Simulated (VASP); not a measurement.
Write the native input for VASP 6.6.1 that does the following.

```
Task                   : single point
Functional             : r2SCAN
Potentials or basis    : VASP PAW PBE potentials, release 64 (In_d, Sb)
Cutoff                 : 520 eV
k mesh                 : 10 × 10 × 10
Occupations            : gaussian, width 0.03 eV
Spin                   : no spin polarisation
Dipole correction      : no
Further INCAR settings : ALGO = Normal; EDIFF = 1e-06; NBANDS = 16
```

InSb:

```
In Sb
1.0
     0.00000    3.23910    3.25530
     3.23910    0.00000    3.25530
     3.23910    3.23910    0.00000
In Sb
1 1
Direct
  0.00000 0.00000 0.00000
  0.75000 0.75000 0.75000
```

This cell differs from its parent crystal: strain +0.0050 x Voigt [0, 0, 1, 0, 0, 0].

One way to write it, as run:

POSCAR

```
InSb
1.0
    0.0000000000      3.2391000000      3.2552955000
    3.2391000000      0.0000000000      3.2552955000
    3.2391000000      3.2391000000      0.0000000000
In Sb
1 1
Direct
    0.0000000000      0.0000000000      0.0000000000
    0.7500000000      0.7500000000      0.7500000000
```

INCAR.step1

```
SYSTEM = InSb
PREC = Accurate
ENCUT = 520
ISMEAR = 0
SIGMA = 0.03
LREAL = .False.
LASPH = .True.
NELM = 100
NBANDS = 16
GGA = PE
ALGO = Normal
EDIFF = 1E-4
LWAVE = .True.
LCHARG = .False.
```

INCAR.step2

```
SYSTEM = InSb
PREC = Accurate
ENCUT = 520
EDIFF = 1E-6
ISMEAR = 0
SIGMA = 0.03
LREAL = .False.
LASPH = .True.
NELM = 100
ALGO = Normal
ISIF = 2
LWAVE = .False.
LCHARG = .True.
METAGGA = R2SCAN
LMIXTAU = .True.
LELF = .True.
LVHAR = .True.
NBANDS = 16
ISTART = 1
```

KPOINTS

```
Automatic mesh
0
Gamma
  10 10 10
  0 0 0
```

Potentials or basis: VASP PAW PBE potentials, release 64 (In_d, Sb).

Command:

```bash
$ cat potpaw_PBE.64/In_d/POTCAR potpaw_PBE.64/Sb/POTCAR > POTCAR
$ cp INCAR.step1 INCAR
$ mpirun -np 1 vasp_std > vasp.out
$ cp INCAR.step2 INCAR
$ mpirun -np 1 vasp_std > vasp.out
```

Results of the run:

| Quantity | Value |
| --- | --- |
| Pressure | 1.4 GPa |
| Band gap on the k mesh | 0.20 eV, direct |

Caveat: the cell differs from its parent crystal (strain +0.0050 x Voigt [0, 0, 1, 0, 0, 0]); the PAW data sets were made with another functional, which shifts forces and pressure a little; spin-orbit coupling is left out, which moves the levels of the heavy elements.

Wall time 5 min on 1 thread of Intel(R) Xeon(R) Platinum 8488C (Sapphire Rapids) (shared host), peak memory 0.3 GiB.
